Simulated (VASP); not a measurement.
A run of VASP 6.6.1:

Contents of INCAR:

```
PREC     = Accurate       # precision mode
ENCUT    = 600            # plane-wave cutoff, eV
EDIFF    = 1E-6           # SCF threshold, eV
ISMEAR   = 0              # smearing method
SIGMA    = 0.02           # smearing width, eV
LREAL    = F              # projectors in reciprocal space
LASPH    = T              # aspherical terms in the spheres
NELM     = 100            # most SCF steps
ALGO     = Normal         # electronic algorithm
ISIF     = 3              # what is computed and relaxed
LWAVE    = F              # write WAVECAR
LCHARG   = F              # write CHGCAR
GGA      = PE             # functional
IVDW     = 12             # dispersion correction
IBRION   = 2              # ionic algorithm
NSW      = 70             # ionic steps
EDIFFG   = -0.005         # ionic threshold
```

The input KPOINTS:

```
Automatic mesh
0
Gamma
  10 10 10
```

Contents of POSCAR:

```
BP
1.0
    0.0000000000      2.2741519229      2.2741519229
    2.2741519229      0.0000000000      2.2741519229
    2.2741519229      2.2741519229      0.0000000000
B P
1 1
Direct
    0.0000000000      0.0000000000      0.0000000000
    0.2500000000      0.2500000000      0.2500000000
```

Potentials or basis: VASP PAW PBE potentials, release 64 (B, P).

The run is started by

```sh
$ cat potpaw_PBE.64/B/POTCAR potpaw_PBE.64/P/POTCAR > POTCAR
$ mpirun -np 1 vasp_std > vasp.out
```

Hardware: 1 thread of Intel Xeon 8259CL, on a shared host.

Question: How long does it take, and how much memory?

Answer: Run time: 45 s on 1 thread of Intel Xeon 8259CL (shared host), peak memory 0.16 GiB. Counts: scf iterations 25, k points 47, ion steps 3.
